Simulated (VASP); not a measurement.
# TaN (P-6m2) in VASP: a series of runs

The runs below take TaN through density of states, vibrations by perturbation theory, with PBEsol.

Program: VASP 6.6.1. These are calculated values, not measurements. Logs are shortened: lines on timing, memory, paths and dates and some standing lists are left out, and cuts for length are marked.

## Step 1: The cell of the first run

The structure is hexagonal, space group P-6m2 (No. 187). The conventional cell has a = 2.938 Å, b = 2.938 Å, c = 2.883 Å, α = 90.00°, β = 90.00°, γ = 120.00°. Ta (site symmetry -6m2) has 6 N at 2.23 Å and 2 Ta at 2.88 Å within 2.9 Å. N (site symmetry -6m2) has 6 Ta at 2.23 Å and 2 N at 2.88 Å within 2.9 Å.

## Step 2: Density of states, PBEsol

Contents of POSCAR:

```
TaN
1.0
    2.9380000000      0.0000000000      0.0000000000
   -1.4690000000      2.5443826363      0.0000000000
    0.0000000000      0.0000000000      2.8830000000
Ta N
1 1
Direct
    0.0000000000      0.0000000000      0.5000000000
    0.6666666667      0.3333333333      0.0000000000
```

Contents of INCAR.step1:

```
SYSTEM = TaN
  PREC = Accurate
  ENCUT = 520
  EDIFF = 1E-6
  ISMEAR = -1
  SIGMA = 0.05
  LREAL = .False.
  LASPH = .True.
  NELM = 60
  ALGO = Normal
  ISIF = 2
  LWAVE = .False.
  LCHARG = .True.
  LMAXMIX = 4
  GGA = PS
  NBANDS = 15
```

Contents of KPOINTS.step1:

```
regular mesh
0
Gamma
  10 10 8
  0 0 0
```

Contents of INCAR.step2:

```
SYSTEM = TaN
  PREC = Accurate
  ENCUT = 520
  EDIFF = 1E-6
  ISMEAR = -5
  SIGMA = 0.05
  LREAL = .False.
  LASPH = .True.
  NELM = 60
  ALGO = Normal
  ISIF = 2
  LWAVE = .False.
  LCHARG = .False.
  LMAXMIX = 4
  GGA = PS
  LORBIT = 11
  NBANDS = 15
  NEDOS = 1001
  ICHARG = 11
```

Contents of KPOINTS.step2:

```
regular mesh
0
Gamma
  15 15 12
  0 0 0
```

Potentials or basis: VASP PAW PBE potentials, release 64 (Ta_pv, N).

Started as:

```console
cat potpaw_PBE.64/Ta_pv/POTCAR potpaw_PBE.64/N/POTCAR > POTCAR
cp INCAR.step1 INCAR
cp KPOINTS.step1 KPOINTS
mpirun -np 1 vasp_std > vasp.out
cp INCAR.step2 INCAR
cp KPOINTS.step2 KPOINTS
mpirun -np 1 vasp_std > vasp.out
```

OUTCAR:

```text
SYSTEM = TaN
   PREC = Accurate
   ENCUT = 520
   EDIFF = 1E-6
   ISMEAR = -5
   LREAL = .False.
   LASPH = .True.
   NELM = 60
   ISIF = 2
   GGA = PS
   LORBIT = 11
   ICHARG = 11

 ion  position               nearest neighbor table
   1  0.000  0.000  0.500-   2 2.23   2 2.23   2 2.23   2 2.23   2 2.23   2 2.23
   2  0.667  0.333  0.000-   1 2.23   1 2.23   1 2.23   1 2.23   1 2.23   1 2.23

  LATTYP: Found a hexagonal cell.
 ALAT       =     2.9380000000
 C/A-ratio  =     0.9812797822

  Lattice vectors:

 A1 = (   2.9380000000,   0.0000000000,   0.0000000000)
 A2 = (  -1.4690000000,   2.5443826363,   0.0000000000)
 A3 = (   0.0000000000,   0.0000000000,   2.8830000000)

Analysis of symmetry for initial positions (statically):
=====================================================================
 Subroutine PRICEL returns:
 Original cell was already a primitive cell.

 Routine SETGRP: Setting up the symmetry group for a
 hexagonal supercell.

 Subroutine GETGRP returns: Found 12 space group operations
 (whereof 12 operations were pure point group operations)
 out of a pool of 24 trial point group operations.

The static configuration has the point symmetry D_3h.

Analysis of symmetry for dynamics (positions and initial velocities):
=====================================================================
 Subroutine PRICEL returns:
 Original cell was already a primitive cell.

 Routine SETGRP: Setting up the symmetry group for a
 hexagonal supercell.

 Subroutine GETGRP returns: Found 12 space group operations
 (whereof 12 operations were pure point group operations)
 out of a pool of 24 trial point group operations.

The dynamic configuration has the point symmetry D_3h.

 Subroutine INISYM returns: Found 12 space group operations
 (whereof 12 operations are pure point group operations),
 and found     1 'primitive' translations

----------------------------------------------------------------------------------------

                                     Primitive cell

  volume of cell :      21.5516

  direct lattice vectors                    reciprocal lattice vectors
     2.938000000  0.000000000  0.000000000     0.340367597  0.196511324  0.000000000
    -1.469000000  2.544382636  0.000000000     0.000000000  0.393022648  0.000000000
     0.000000000  0.000000000  2.883000000     0.000000000  0.000000000  0.346860909

  length of vectors
     2.938000000  2.938000000  2.883000000     0.393022648  0.393022648  0.346860909

  position of ions in fractional coordinates (direct lattice)
     0.000000000  0.000000000  0.500000000
     0.666666667  0.333333333  0.000000000

  ion indices of the primitive-cell ions
   primitive index   ion index
                 1           1
                 2           2

----------------------------------------------------------------------------------------

 KPOINTS: regular mesh

Automatic generation of k-mesh.
 Grid dimensions read from file:
 generate k-points for:   15   15   12

 Generating k-lattice:

  Cartesian coordinates                     Fractional coordinates (reciprocal lattice)
     0.022691173  0.013100755  0.000000000     0.066666667  0.000000000  0.000000000
     0.000000000  0.026201510  0.000000000     0.000000000  0.066666667  0.000000000
     0.000000000  0.000000000  0.028905076     0.000000000  0.000000000  0.083333333

  Length of vectors
     0.026201510  0.026201510  0.028905076

  Shift w.r.t. Gamma in fractional coordinates (k-lattice)
     0.000000000  0.000000000  0.000000000

 TETIRR: Found   2748 inequivalent tetrahedra from    16200

 Subroutine IBZKPT returns following result:
 ===========================================

 Found    189 irreducible k-points:

 Following reciprocal coordinates:
            Coordinates               Weight
  0.000000  0.000000  0.000000      1.000000
  0.066667  0.000000  0.000000      6.000000
  0.133333  0.000000  0.000000      6.000000
  0.200000  0.000000  0.000000      6.000000
  0.266667  0.000000  0.000000      6.000000
  0.333333  0.000000  0.000000      6.000000
[... 16 lines left out ...]
  0.333333  0.200000  0.000000     12.000000
  0.400000  0.200000  0.000000      6.000000
 [... further k-points ...]
   k-points           NKPTS =    189   k-points in BZ     NKDIM =    189   number of bands    NBANDS=     15
   number of dos      NEDOS =   1001   number of ions     NIONS =      2
   total plane-waves  NPLWV =  13824
   dimension x,y,z NGX =    24 NGY =   24 NGZ =   24
   dimension x,y,z NGXF=    48 NGYF=   48 NGZF=   48
   ions per type =               1   1
   NGX,Y,Z   is equivalent  to a cutoff of  13.58, 13.58, 13.84 a.u.
   NGXF,Y,Z  is equivalent  to a cutoff of  27.16, 27.16, 27.68 a.u.
 SYSTEM =  TaN
   PREC   = accura    normal or accurate (medium, high low for compatibility)
   ISTART =      0    job   : 0-new  1-cont  2-samecut
   ICHARG =     11    charge: 1-file 2-atom 10-const
   ISPIN  =      1    spin polarized calculation?
   LNONCOLLINEAR =      F non collinear calculations
   LSORBIT =      F    spin-orbit coupling
   LASPH  =      T    aspherical Exc in radial PAW
   ENCUT  =  520.0 eV  38.22 Ry    6.18 a.u.   5.46  5.46  5.36*2*pi/ulx,y,z
   NELM   =     60;   NELMIN=  2; NELMDL=  0     # of ELM steps
   EDIFF  = 0.1E-05   stopping-criterion for ELM
   LREAL  =      F    real-space projection
   EDIFFG = 0.1E-04   stopping-criterion for IOM
   NSW    =      0    number of steps for IOM
   IBRION =     -1    ionic relax: 0-MD 1-quasi-New 2-CG
   NFREE  =      0    steps in history (QN), initial steepest desc. (CG)
   ISIF   =      2    stress and relaxation
   ISYM   =      2    0-nonsym 1-usesym 2-fastsym
   POTIM  = 0.5000    time-step for ionic-motion
   TEBEG  =    0.0;   TEEND  =   0.0 temperature during run
   PSTRESS=    0.0 pullay stress
   NELECT =      16.0000    total number of electrons
   NUPDOWN=      -1.0000    fix difference up-down
   EMIN   =  10.00;   EMAX   =-10.00  energy-range for DOS
   EFERMI =   0.00;   METHOD = LEGACY
   ISMEAR =    -5;   SIGMA  =   0.05  broadening in eV -4-tet -1-fermi 0-gaus
   EFERMI_NEDOS =   21; number of points for ismear=-14 and -15
   IALGO  =     38    algorithm
   IMIX   =      4    mixing-type and parameters
     AMIX     =   0.40;   BMIX     =  1.00
     AMIX_MAG =   1.60;   BMIX_MAG =  1.00
  volume/ion in A,a.u.               =      10.78        72.72
  Fermi-wavevector in a.u.,A,eV,Ry     =   1.482365  2.801264 29.897531  2.197407
  Thomas-Fermi vector in A             =   2.596160
   LORBIT       =     11    0 simple, 1 ext, 2 COOP (PROOUT), +10 PAW based schemes
   GGA     = PS    functional components
   LHFCALC =     F    Hartree Fock is set to
   AEXX    =    0.0000 exact exchange contribution
   IVDW    =     0    specifies the selected vdW correction
   LEPSILON=     F    determine dielectric tensor
   LRPA    =     F    only Hartree local field effects (RPA)
 non-spin polarized calculation
 Fermi weights with tetrahedron method with Bloechl corrections
  energy-cutoff  :      520.00
  volume of cell :       21.55
 maximum number of plane-waves:       605
 NGX is ok and might be reduce to    24

 number of electron      16.0000001 magnetization

 Free energy of the ion-electron system (eV)
  ---------------------------------------------------
  ext. energy  EPLUGINS =         0.00000000
  ---------------------------------------------------
  free energy    TOTEN  =       -23.80266054 eV

  energy without entropy =      -23.80266054  energy(sigma->0) =      -23.80266054

 E-fermi :   8.0697     XC(G=0): -13.5052

 val. band max:        8.2976344641   @ k =   0.0000   0.0000   0.3333
 cond. band min:       8.0412482618   @ k =   0.0000   0.0000   0.4167
 fundamental gap:     -0.2563862024
 Fermi energy:         8.0697146611

 k-point     1 :       0.0000    0.0000    0.0000
  band No.  band energies     occupation
      1     -26.6874      2.00000
      2     -26.4230      2.00000
      3     -26.4230      2.00000
      4      -9.6432      2.00000
      5       3.5299      2.00000
      6       3.5299      2.00000
      7       3.8661      2.00000
      8       5.1842      2.00000
      9      10.3076      0.00000
     10      11.6898      0.00000
     11      11.6898      0.00000
     12      12.0708      0.00000
     13      12.0708      0.00000
     14      21.0981      0.00000
     15      21.5267      0.00000

 k-point     2 :       0.0667    0.0000    0.0000
  band No.  band energies     occupation
      1     -26.6812      2.00000
      2     -26.4719      2.00000
      3     -26.4334      2.00000
      4      -9.5494      2.00000
      5       3.2365      2.00000
      6       3.6009      2.00000
      7       4.0064      2.00000
      8       5.0483      2.00000
      9      10.6502      0.00000
     10      11.4913      0.00000
     11      11.7029      0.00000
     12      12.0227      0.00000
     13      12.1980      0.00000
     14      21.0885      0.00000
     15      21.5199      0.00000

 k-point     3 :       0.1333    0.0000    0.0000
  band No.  band energies     occupation
      1     -26.6637      2.00000
      2     -26.6080      2.00000
      3     -26.4627      2.00000
      4      -9.2828      2.00000
      5       2.5782      2.00000
      6       3.7984      2.00000
      7       4.3294      2.00000
      8       4.6932      2.00000
      9      10.9345      0.00000
     10      11.5737      0.00000
     11      11.7604      0.00000
     12      11.8896      0.00000
     13      12.5104      0.00000
     14      21.0617      0.00000
     15      21.5058      0.00000

 k-point     4 :       0.2000    0.0000    0.0000
  band No.  band energies     occupation
      1     -26.8029      2.00000
      2     -26.6378      2.00000
      3     -26.5055      2.00000
      4      -8.8842      2.00000
      5       1.8050      2.00000
      6       4.0787      2.00000
      7       4.2299      2.00000
      8       4.7296      2.00000
      9      10.4360      0.00000
     10      11.7008      0.00000
     11      11.9076      0.00000
     12      12.6145      0.00000
     13      12.8602      0.00000
     14      21.0866      0.00000
     15      21.4996      0.00000
[... 307 lines left out ...]
 k-point    22 :       0.2667    0.2000    0.0000
  band No.  band energies     occupation
      1     -27.2670      2.00000
      2     -26.8019      2.00000
      3     -26.5511      2.00000
      4      -7.4382      2.00000
      5       0.3637      2.00000
      6       3.1168      2.00000
      7       3.4395      2.00000
      8       6.5174      2.00000
      9       9.4521      0.00000
     10       9.9784      0.00000
     11      12.8123      0.00000
     12      14.7240      0.00000
     13      16.6166      0.00000
     14      21.3533      0.00000
     15      21.7041      0.00000

 k-point    23 :       0.3333    0.2000    0.0000
  band No.  band energies     occupation
      1     -27.3247      2.00000
      2     -26.8666      2.00000
      3     -26.5366      2.00000
      4      -7.1727      2.00000
      5       0.2322      2.00000
      6       2.9763      2.00000
      7       3.1293      2.00000
      8       6.8043      2.00000
      9       9.6859      0.00000
     10       9.9942      0.00000
     11      12.1527      0.00000
     12      14.9899      0.00000
     13      18.1319      0.00000
     14      20.7948      0.00000
     15      21.5086      0.00000

 k-point    24 :       0.4000    0.2000    0.0000
  band No.  band energies     occupation
      1     -27.3442      2.00000
      2     -26.8903      2.00000
      3     -26.5315      2.00000
      4      -7.0764      2.00000
      5       0.1934      2.00000
      6       2.9288      2.00000
      7       3.0074      2.00000
      8       6.8736      2.00000
      9       9.5840      0.00000
     10      10.6168      0.00000
     11      11.4946      0.00000
     12      15.0781      0.00000
     13      19.1425      0.00000
     14      20.1312      0.00000
     15      21.4901      0.00000

 [... further k-points ...]
[... 5 lines left out ...]
  --------------------------------------------------------------------------------------
  -------------------------------------------------------------------------------------
  Total       -0.5486379     -0.5486379     -0.5497005      0.0000000      0.0000000     -0.0000000
  in kB      -40.7866029    -40.7866029    -40.8656008      0.0000000      0.0000000     -0.0000000
  external PRESSURE =     -40.8129356 kB  Pullay stress =       0.0000000 kB

 VOLUME and BASIS-vectors are now :
 -----------------------------------------------------------------------------
  energy-cutoff  :      520.00
  volume of cell :       21.55
      direct lattice vectors                 reciprocal lattice vectors
     2.938000000  0.000000000  0.000000000     0.340367597  0.196511324  0.000000000
    -1.469000000  2.544382636  0.000000000     0.000000000  0.393022648  0.000000000
     0.000000000  0.000000000  2.883000000     0.000000000  0.000000000  0.346860909

 POSITION                                       TOTAL-FORCE (eV/Angst)
 -----------------------------------------------------------------------------------
      0.00000      0.00000      1.44150        -0.000000      0.000000      0.000000
      1.46900      0.84813      0.00000         0.000000     -0.000000      0.000000
 -----------------------------------------------------------------------------------
    total drift:                               -0.000264      0.000153      0.000000

  FREE ENERGIE OF THE ION-ELECTRON SYSTEM (eV)
  ---------------------------------------------------
  free  energy   TOTEN  =       -23.8026605368 eV

  energy  without entropy=      -23.8026605368  energy(sigma->0) =      -23.80266054

 total charge

# of ion       s       p       d       tot
------------------------------------------
    1        0.305   6.267   2.437   9.009
    2        1.221   2.491   0.000   3.713
--------------------------------------------------
tot          1.526   8.758   2.437  12.721
```

It took 40 s on 1 thread of AMD EPYC 7R43 (Zen 3), shared host; peak memory 0.15 GiB.

What came out:

```yaml
Valence_electrons_inside_the_program's_atomic_spheres: Ta 9.01; N 3.71
```

Caveat: the PAW data sets were made with another functional, which shifts forces and pressure a little; spin-orbit coupling is left out, which moves the levels of the heavy elements; tetrahedron occupations give inexact forces and stress in metals.

(Part 1 of 2 ends here.)
